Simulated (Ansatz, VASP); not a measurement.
SiC in VASP and in Ansatz

```
CELL_PARAMETERS angstrom
0.00000 2.17400 2.17400
2.17400 0.00000 2.17400
2.17400 2.17400 0.00000
ATOMIC_POSITIONS crystal
Si 0.00000 0.00000 0.00000
C 0.75000 0.75000 0.75000
```

Alike in both runs: task single point; functional PBE; k mesh 4 × 4 × 4; occupations gaussian, width 0.05 eV; no spin polarisation.

```csv
,VASP,Ansatz
version,VASP 6.6.1,Ansatz 0.2.0
potentials or method,"VASP PAW PBE potentials, release 64 (Si, C), cutoff 520 eV","scalar-relativistic, plane waves, PAW"
valence electrons in the cell,8,8
```

|  | VASP | Ansatz | Ansatz less VASP |
| --- | --- | --- | --- |
| gap on the k mesh at the Fermi level (eV) | 1.30 | 1.31 | +0.003 |
| least direct gap on the mesh (eV) | 4.52 | 4.52 | +0.004 |
| pressure (GPa) | 5.2 | 5.3 | +0.08 |

With one functional, cell and mesh, what is left measures potentials, basis and numerics.

The k mesh is coarse, so the values compare programs but aren't converged.
